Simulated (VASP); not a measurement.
# Pd (Pm-3m) in VASP: a series of runs, part 2 of 2

VASP 6.6.1. Earlier steps stand in the parts before.

### 4 Single point, RPBE, collinear spin, ferromagnetic start

This run uses another cell than the first one, of 18.47 Å³/atom, 1.042 times its volume.

The input, INCAR:

```
PREC = Accurate
ENCUT = 520
EDIFF = 1E-6
ISMEAR = -1
SIGMA = 0.05
LREAL = F
LASPH = T
NELM = 150
ALGO = Normal
ISIF = 2
LWAVE = F
LCHARG = F
ISPIN = 2
MAGMOM = 0.5
LORBIT = 11
LMAXMIX = 4
GGA = RP
NBANDS = 15
```

The input, KPOINTS:

```
regular mesh
0
Gamma
  13 13 13
```

The input, POSCAR:

```
Pd
1.0
    2.6434871807      0.0000000000      0.0000000000
    0.0000000000      2.6434871807      0.0000000000
    0.0000000000      0.0000000000      2.6434871807
Pd
1
Direct
    0.0000000000      0.0000000000      0.0000000000
```

Potentials or basis: VASP PAW PBE potentials, release 64 (Pd).

Launch:

```
> cat potpaw_PBE.64/Pd/POTCAR > POTCAR
> mpirun -np 1 vasp_std > vasp.out
```

OUTCAR:

```text
PREC = Accurate
   ENCUT = 520
   EDIFF = 1E-6
   ISMEAR = -1
   LREAL = F
   LASPH = T
   NELM = 150
   ISIF = 2
   ISPIN = 2
   LORBIT = 11
   GGA = RP

 ion  position               nearest neighbor table
   1  0.000  0.000  0.000-

  LATTYP: Found a simple cubic cell.
 ALAT       =     2.6434871807

  Lattice vectors:

 A1 = (   2.6434871807,   0.0000000000,   0.0000000000)
 A2 = (   0.0000000000,   2.6434871807,   0.0000000000)
 A3 = (   0.0000000000,   0.0000000000,   2.6434871807)

Analysis of symmetry for initial positions (statically):
[... 1074 lines left out ...]
  Total       -0.0471829     -0.0471829     -0.0471829     -0.0000000     -0.0000000     -0.0000000
  in kB       -4.0922592     -4.0922592     -4.0922592     -0.0000000     -0.0000000     -0.0000000
  external PRESSURE =      -4.0922592 kB  Pullay stress =       0.0000000 kB

 VOLUME and BASIS-vectors are now :
 -----------------------------------------------------------------------------
  energy-cutoff  :      520.00
  volume of cell :       18.47
      direct lattice vectors                 reciprocal lattice vectors
     2.643487181  0.000000000  0.000000000     0.378288197  0.000000000  0.000000000
     0.000000000  2.643487181  0.000000000     0.000000000  0.378288197  0.000000000
     0.000000000  0.000000000  2.643487181     0.000000000  0.000000000  0.378288197

 POSITION                                       TOTAL-FORCE (eV/Angst)
 -----------------------------------------------------------------------------------
      0.00000      0.00000      0.00000         0.000000      0.000000      0.000000
 -----------------------------------------------------------------------------------
    total drift:                                0.000000      0.000000      0.000000

  FREE ENERGIE OF THE ION-ELECTRON SYSTEM (eV)
  ---------------------------------------------------
  free  energy   TOTEN  =        -4.1692192518 eV

  energy  without entropy=       -4.1566606428  energy(sigma->0) =       -4.16293995

 total charge

# of ion       s       p       d       tot
------------------------------------------
    1        0.473   0.303   8.519   9.296

 magnetization (x)

# of ion       s       p       d       tot
------------------------------------------
    1        0.000  -0.000   0.000   0.000
```

OSZICAR:

```text
N       E                     dE             d eps       ncg     rms          rms(c)
DAV:   1     0.474151865652E+02    0.47415E+02   -0.44467E+03  5056   0.573E+02
DAV:   2    -0.344514191851E+01   -0.50860E+02   -0.48115E+02  6503   0.152E+02
DAV:   3    -0.426013665655E+01   -0.81499E+00   -0.81179E+00  6510   0.196E+01
DAV:   4    -0.426337386368E+01   -0.32372E-02   -0.32370E-02  6231   0.128E+00
DAV:   5    -0.426340767706E+01   -0.33813E-04   -0.33814E-04  6597   0.121E-01    0.480E+00
DAV:   6    -0.417379600788E+01    0.89612E-01   -0.43868E-01  6727   0.413E+00    0.265E+00
DAV:   7    -0.417074934714E+01    0.30467E-02   -0.43212E-03  6258   0.445E-01    0.147E+00
DAV:   8    -0.416918528702E+01    0.15641E-02   -0.16897E-03  6566   0.224E-01    0.477E-01
DAV:   9    -0.416919043936E+01   -0.51523E-05   -0.66131E-05  6738   0.528E-02    0.442E-02
DAV:  10    -0.416921441009E+01   -0.23971E-04   -0.35341E-05  6174   0.274E-02    0.169E-02
DAV:  11    -0.416921889945E+01   -0.44894E-05   -0.57215E-06  6713   0.129E-02    0.491E-03
DAV:  12    -0.416921925184E+01   -0.35239E-06   -0.23655E-07  3633   0.333E-03
   1 F= -.41692193E+01 E0= -.41629399E+01  d E =-.125586E-01  mag=     0.0005
```

stdout:

```text
POSCAR found type information on POSCAR Pd
 POSCAR found :  1 types and       1 ions
 scaLAPACK will be used
 -----------------------------------------------------------------------------
|                                                                             |
|                                                                             |
|     You enforced a specific xc type in the INCAR file but a different       |
|     I HOPE YOU KNOW WHAT YOU ARE DOING!                                     |
|                                                                             |
 -----------------------------------------------------------------------------

 LDA part: xc-table for (Slater+PW92), standard interpolation
 POSCAR, INCAR and KPOINTS ok, starting setup
 FFT: planning ... GRIDC
 FFT: planning ... GRID_SOFT
 FFT: planning ... GRID
 WAVECAR not read
 entering main loop
```

Wall time 31 s (1 thread of Intel Xeon 6975P-C, shared host); peak memory 0.15 GiB.

Results:

| Property | Result |
| --- | --- |
| Free energy | -4.1692 eV |
| Pressure | -0.4 GPa |
| Band gap on the k mesh | zero (filled and empty bands overlap) |
| Net moment | 0.00 μB per cell |
| Valence electrons inside the program's atomic spheres | Pd 9.30 |

Levels at points of the mesh, in eV from the Fermi level:
Spin up:
| k point | band 1 | band 2 | band 3 | band 4 | band 5 | band 6 | band 7 | band 8 | band 9 | band 10 |
| --- | --- | --- | --- | --- | --- | --- | --- | --- | --- | --- |
| (0.00, 0.00, 0.00) | -5.64 | -4.23 | -4.23 | -0.02 | -0.02 | -0.02 | 16.23 | 16.23 | 16.23 | 22.28 |
Spin down:
| k point | band 1 | band 2 | band 3 | band 4 | band 5 | band 6 | band 7 | band 8 | band 9 | band 10 |
| --- | --- | --- | --- | --- | --- | --- | --- | --- | --- | --- |
| (0.00, 0.00, 0.00) | -5.64 | -4.23 | -4.23 | -0.02 | -0.02 | -0.02 | 16.23 | 16.23 | 16.23 | 22.28 |

Caveat: the PAW data sets were made with another functional, which shifts forces and pressure a little.

### 5 Overview

| cell | k mesh | gap on the mesh (eV) | pressure (GPa) | moment (μB) |
| --- | --- | --- | --- | --- |
| a = 2.608 Å, 1 atom | 13 × 13 × 13 | none | 4.3 | 0.00 |
| a = 2.643 Å, 1 atom | 12 × 12 × 12 | none | -0.2 | 0.00 |
| a = 2.643 Å, 1 atom | 13 × 13 × 13 | none | -0.4 | 0.00 |

Alike in all rows: task single point; level RPBE; potentials or basis VASP PAW PBE potentials, release 64 (Pd); spin collinear, ferromagnetic start; cutoff (eV) 520; smearing fermi-dirac 0.05 eV.

Caveats: the PAW data sets were made with another functional, which shifts forces and pressure a little.

Absolute energies hang on the potentials; compare differences alone.
